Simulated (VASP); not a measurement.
# MgI2 in VASP: a series of runs

MgI2 is run at these levels: r2SCAN, PBE; tasks: single point.

All numbers are computed with VASP 6.6.1; they aren't measurements. Logs are shortened: lines on timing, memory, paths and dates and some standing lists are left out, and cuts for length are marked.

## (1) The cell of the first run

The structure is trigonal, space group P-3m1 (No. 164). The conventional cell has a = 4.157 Å, b = 4.157 Å, c = 6.876 Å, α = 90.00°, β = 90.00°, γ = 120.00°. Within 3.8 Å of Mg (site symmetry -3m) lie 6 I at 2.92 Å. Within 3.8 Å of I (site symmetry 3m) lie 3 Mg at 2.92 Å.

## (2) Single point, r2SCAN

POSCAR reads:

```
MgI2
1.0
    4.1566377955      0.0000000000      0.0000000000
   -2.0783188977      3.5997539252      0.0000000000
    0.0000000000      0.0000000000      6.8756120274
Mg I
1 2
Direct
    0.0000000000      0.0000000000      0.0000000000
    0.3333333333      0.6666666667      0.2425739793
    0.6666666667      0.3333333333      0.7574260207
```

INCAR.step1 reads:

```
SYSTEM = MgI2
PREC     = Accurate       ! precision mode
ENCUT    = 520            ! plane-wave cutoff, eV
ISMEAR   = 0              ! smearing method
SIGMA    = 0.01           ! smearing width, eV
LREAL    = .False.        ! projectors in reciprocal space
LASPH    = .True.         ! aspherical terms in the spheres
NELM     = 60             ! most SCF steps
NBANDS   = 15             ! bands
GGA      = PE             ! functional
ALGO     = Normal         ! electronic algorithm
EDIFF    = 1E-4           ! SCF threshold, eV
LWAVE    = .True.         ! write WAVECAR
LCHARG   = .False.        ! write CHGCAR
```

INCAR.step2 reads:

```
SYSTEM = MgI2
PREC     = Accurate       ! precision mode
ENCUT    = 520            ! plane-wave cutoff, eV
EDIFF    = 1E-7           ! SCF threshold, eV
ISMEAR   = 0              ! smearing method
SIGMA    = 0.01           ! smearing width, eV
LREAL    = .False.        ! projectors in reciprocal space
LASPH    = .True.         ! aspherical terms in the spheres
NELM     = 60             ! most SCF steps
ALGO     = Normal         ! electronic algorithm
ISIF     = 2              ! what is computed and relaxed
LWAVE    = .False.        ! write WAVECAR
LCHARG   = .False.        ! write CHGCAR
METAGGA  = R2SCAN         ! meta-GGA
LMIXTAU  = .True.       
NBANDS   = 15             ! bands
ISTART   = 1
```

KPOINTS reads:

```
Automatic mesh
0
Gamma
  12 12 4
  0 0 0
```

Potentials or basis: VASP PAW PBE potentials, release 64 (Mg, I).

On the command line:

```
> cat potpaw_PBE.64/Mg/POTCAR potpaw_PBE.64/I/POTCAR > POTCAR
> cp INCAR.step1 INCAR
> mpirun -np 1 vasp_std > vasp.out
> cp INCAR.step2 INCAR
> mpirun -np 1 vasp_std > vasp.out
```

OUTCAR:

```text
SYSTEM = MgI2
   PREC = Accurate
   ENCUT = 520
   EDIFF = 1E-7
   ISMEAR = 0
   LREAL = .False.
   LASPH = .True.
   NELM = 60
   ISIF = 2
   METAGGA = R2SCAN
   ISTART = 1

 ion  position               nearest neighbor table
   1  0.000  0.000  0.000-   2 2.92   3 2.92   2 2.92   3 2.92   3 2.92   2 2.92
   2  0.333  0.667  0.243-   1 2.92   1 2.92   1 2.92
   3  0.667  0.333  0.757-   1 2.92   1 2.92   1 2.92

  LATTYP: Found a hexagonal cell.
 ALAT       =     4.1566377955
 C/A-ratio  =     1.6541282560

  Lattice vectors:

 A1 = (   4.1566377955,   0.0000000000,   0.0000000000)
 A2 = (  -2.0783188977,   3.5997539252,   0.0000000000)
 A3 = (   0.0000000000,   0.0000000000,   6.8756120274)

Analysis of symmetry for initial positions (statically):
=====================================================================
 Subroutine PRICEL returns:
 Original cell was already a primitive cell.

 Routine SETGRP: Setting up the symmetry group for a
 hexagonal supercell.

 Subroutine GETGRP returns: Found 12 space group operations
 (whereof 12 operations were pure point group operations)
 out of a pool of 24 trial point group operations.

The static configuration has the point symmetry D_3d.

Analysis of symmetry for dynamics (positions and initial velocities):
=====================================================================
 Subroutine PRICEL returns:
 Original cell was already a primitive cell.

 Routine SETGRP: Setting up the symmetry group for a
 hexagonal supercell.

 Subroutine GETGRP returns: Found 12 space group operations
 (whereof 12 operations were pure point group operations)
 out of a pool of 24 trial point group operations.

The dynamic configuration has the point symmetry D_3d.

 Subroutine INISYM returns: Found 12 space group operations
 (whereof 12 operations are pure point group operations),
 and found     1 'primitive' translations

----------------------------------------------------------------------------------------

                                     Primitive cell

  volume of cell :     102.8789

  direct lattice vectors                    reciprocal lattice vectors
     4.156637796  0.000000000  0.000000000     0.240579057  0.138898383  0.000000000
    -2.078318898  3.599753925  0.000000000     0.000000000  0.277796766  0.000000000
     0.000000000  0.000000000  6.875612027     0.000000000  0.000000000  0.145441598

[... 95 lines left out ...]
   PSTRESS=    0.0 pullay stress
   NELECT =      16.0000    total number of electrons
   NUPDOWN=      -1.0000    fix difference up-down
   EMIN   =  10.00;   EMAX   =-10.00  energy-range for DOS
   EFERMI =   0.00;   METHOD = LEGACY
   ISMEAR =     0;   SIGMA  =   0.01  broadening in eV -4-tet -1-fermi 0-gaus
   EFERMI_NEDOS =   21; number of points for ismear=-14 and -15
   IALGO  =     38    algorithm
   IMIX   =      4    mixing-type and parameters
     AMIX     =   0.40;   BMIX     =  1.00
     AMIX_MAG =   1.60;   BMIX_MAG =  1.00
  volume/ion in A,a.u.               =      34.29       231.42
  Fermi-wavevector in a.u.,A,eV,Ry     =   0.880385  1.663687 10.545576  0.775078
  Thomas-Fermi vector in A             =   2.000738
   LORBIT       =      0    0 simple, 1 ext, 2 COOP (PROOUT), +10 PAW based schemes
   METAGGA = R2SCAN    functional components
   LHFCALC =     F    Hartree Fock is set to
   AEXX    =    0.0000 exact exchange contribution
   IVDW    =     0    specifies the selected vdW correction
   LEPSILON=     F    determine dielectric tensor
   LRPA    =     F    only Hartree local field effects (RPA)
 non-spin polarized calculation
 Gauss-broadening in eV      SIGMA  =   0.01
  energy-cutoff  :      520.00
  volume of cell :      102.88
 maximum number of plane-waves:      2802
 NGX is ok and might be reduce to    32
   NGX = 15   NGY = 15   NGZ = 25

 number of electron      16.0000001 magnetization

 Free energy of the ion-electron system (eV)
  ---------------------------------------------------
  ext. energy  EPLUGINS =         0.00000000
  ---------------------------------------------------
  free energy    TOTEN  =       -56.92602365 eV

  energy without entropy =      -56.92602365  energy(sigma->0) =      -56.92602365

 E-fermi :   2.0986     XC(G=0):  -8.5562

 val. band max:        1.9999983803   @ k =   0.0000   0.0000   0.0000
 cond. band min:       6.1044294281   @ k =   0.5000   0.0000   0.2500
 fundamental gap:      4.1044310478
 Fermi energy:         2.0986234183

 k-point     1 :       0.0000    0.0000    0.0000
  band No.  band energies     occupation
      1     -10.4508      2.00000
      2      -9.6987      2.00000
      3      -1.5652      2.00000
      4       1.5129      2.00000
      5       1.5129      2.00000
      6       1.9116      2.00000
      7       1.9116      2.00000
      8       2.0000      2.00000
      9       6.4831      0.00000
     10       7.4185      0.00000
     11       9.2858      0.00000
     12       9.2858      0.00000
     13      10.0996      0.00000
     14      10.7540      0.00000
[... 401 lines left out ...]
      2      -9.7040      2.00000
      3      -1.1112      2.00000
      4       0.6541      2.00000
      5       0.8388      2.00000
      6       1.2649      2.00000
      7       1.6082      2.00000
      8       1.7728      2.00000
      9       7.2419      0.00000
     10       8.3222      0.00000
     11       9.1913      0.00000
     12       9.5587      0.00000
     13       9.7991      0.00000
     14      10.3360      0.00000
     15      10.9183      0.00000

 [... further k-points ...]

------------------------ aborting loop because EDIFF is reached ----------------------------------------

  FORCE on cell =-STRESS in cart. coord.  units (eV):
  Direction    XX          YY          ZZ          XY          YZ          ZX
  --------------------------------------------------------------------------------------
  -------------------------------------------------------------------------------------
  Total        0.3159962      0.3159962      0.3600119      0.0000000      0.0000000     -0.0000000
  in kB        4.9211440      4.9211440      5.6066192      0.0000000      0.0000000     -0.0000000
  external PRESSURE =       5.1496358 kB  Pullay stress =       0.0000000 kB

 VOLUME and BASIS-vectors are now :
 -----------------------------------------------------------------------------
  energy-cutoff  :      520.00
  volume of cell :      102.88
      direct lattice vectors                 reciprocal lattice vectors
     4.156637796  0.000000000  0.000000000     0.240579057  0.138898383  0.000000000
    -2.078318898  3.599753925  0.000000000     0.000000000  0.277796766  0.000000000
     0.000000000  0.000000000  6.875612027     0.000000000  0.000000000  0.145441598

 POSITION                                       TOTAL-FORCE (eV/Angst)
 -----------------------------------------------------------------------------------
      0.00000      0.00000      0.00000         0.000000      0.000000      0.000000
     -0.00000      2.39984      1.66784        -0.000000      0.000000     -0.043129
      2.07832      1.19992      5.20777         0.000000      0.000000      0.043129
 -----------------------------------------------------------------------------------
    total drift:                               -0.000000      0.000000     -0.000000

  FREE ENERGIE OF THE ION-ELECTRON SYSTEM (eV)
  ---------------------------------------------------
  free  energy   TOTEN  =       -56.9260236466 eV

  energy  without entropy=      -56.9260236466  energy(sigma->0) =      -56.92602365
```

Run time: 8.7 min. Hardware: 1 thread of Intel Xeon 8259CL, shared host; peak memory 0.31 GiB.

What came out:

- Free energy: -56.9260 eV
- Pressure: 0.5 GPa
- Largest force: 0.043 eV/Å
- Band gap on the k mesh: 4.10 eV (least direct gap 4.48 eV)

Forces in eV/Å, atoms in the order of the input:
```
Mg   0.000  0.000  0.000
I    0.000  0.000 -0.043
I    0.000  0.000  0.043
```

Levels at points of the mesh, in eV from the valence-band top:
| k point | band 5 | band 6 | band 7 | band 8 | band 9 | band 10 | band 11 | band 12 |
| --- | --- | --- | --- | --- | --- | --- | --- | --- |
| (0.00, 0.00, 0.00) | -0.49 | -0.09 | -0.09 | 0.00 | 4.48 | 5.42 | 7.29 | 7.29 |
| (0.50, 0.00, 0.00) | -1.90 | -1.43 | -0.92 | -0.48 | 4.20 | 5.96 | 6.01 | 7.53 |
| (0.00, 0.00, 0.50) | -0.39 | -0.39 | -0.19 | -0.19 | 5.41 | 5.53 | 7.09 | 7.09 |
| (0.50, 0.00, 0.50) | -1.25 | -1.14 | -0.82 | -0.73 | 4.13 | 5.77 | 6.23 | 6.62 |

Caveat: the PAW data sets were made with another functional, which shifts forces and pressure a little; spin-orbit coupling is left out, which moves the levels of the heavy elements. A k mesh can miss the band edges.

## (3) Single point, r2SCAN (biaxial xy strain +0.4%)

POSCAR reads:

```
MgI2
1.0
    4.1724330191      0.0000000000      0.0000000000
   -2.0862165095      3.6134329901      0.0000000000
    0.0000000000      0.0000000000      6.8756120274
Mg I
1 2
Direct
    0.0000000000      0.0000000000      0.0000000000
    0.3333333333      0.6666666667      0.2418837718
    0.6666666667      0.3333333333      0.7581162282
```

INCAR.step1 reads:

```
PREC = Accurate ; ENCUT = 520
ISMEAR = 0 ; SIGMA = 0.01
LREAL = F ; LASPH = T
NELM = 100 ; NBANDS = 15
GGA = PE ; ALGO = Normal
EDIFF = 1E-4 ; LWAVE = T
LCHARG = F
```

INCAR.step2 reads:

```
PREC = Accurate ; ENCUT = 520
EDIFF = 1E-6 ; ISMEAR = 0
SIGMA = 0.01 ; LREAL = F
LASPH = T ; NELM = 100
ALGO = Normal ; ISIF = 2
LWAVE = F ; LCHARG = F
METAGGA = R2SCAN ; LMIXTAU = T
NBANDS = 15 ; ISTART = 1
```

KPOINTS reads:

```
Automatic mesh
0
Gamma
  12 12 4
```

Potentials or basis: VASP PAW PBE potentials, release 64 (Mg, I).

On the command line:

```
> cat potpaw_PBE.64/Mg/POTCAR potpaw_PBE.64/I/POTCAR > POTCAR
> cp INCAR.step1 INCAR
> mpirun -np 1 vasp_std > vasp.out
> cp INCAR.step2 INCAR
> mpirun -np 1 vasp_std > vasp.out
```

Run time: 8.4 min. Hardware: 1 thread of Intel Xeon 8259CL, shared host; peak memory 0.31 GiB.

The run converged. Its results:

- Free energy: -56.9283 eV
- Pressure: 0.3 GPa
- Largest force: 0.042 eV/Å
- Band gap on the k mesh: 4.08 eV (least direct gap 4.43 eV)

Forces in eV/Å, atoms in the order of the input:
```
Mg   0.000  0.000  0.000
I    0.000  0.000 -0.042
I    0.000  0.000  0.042
```

Stress tensor (GPa, compression positive):
```
0.24 0.00 0.00
0.00 0.24 0.00
0.00 0.00 0.51
```

Levels at points of the mesh, in eV from the valence-band top:
| k point | band 4 | band 5 | band 6 | band 7 | band 8 | band 9 | band 10 | band 11 | band 12 | band 13 |
| --- | --- | --- | --- | --- | --- | --- | --- | --- | --- | --- |
| (0.00, 0.00, 0.00) | -0.52 | -0.52 | -0.12 | -0.12 | 0.00 | 4.43 | 5.38 | 7.24 | 7.24 | 8.11 |
| (0.50, 0.00, 0.00) | -2.85 | -1.88 | -1.45 | -0.92 | -0.50 | 4.17 | 5.94 | 6.02 | 7.51 | 8.67 |
| (0.00, 0.00, 0.50) | -1.44 | -0.42 | -0.42 | -0.22 | -0.22 | 5.34 | 5.49 | 7.04 | 7.04 | 8.36 |
| (0.50, 0.00, 0.50) | -3.24 | -1.28 | -1.14 | -0.82 | -0.74 | 4.11 | 5.77 | 6.24 | 6.63 | 8.33 |

Caveat: the cell differs from its parent crystal (biaxial xy strain +0.4%); the PAW data sets were made with another functional, which shifts forces and pressure a little; spin-orbit coupling is left out, which moves the levels of the heavy elements. A k mesh can miss the band edges.

(Part 1 of 2 ends here.)
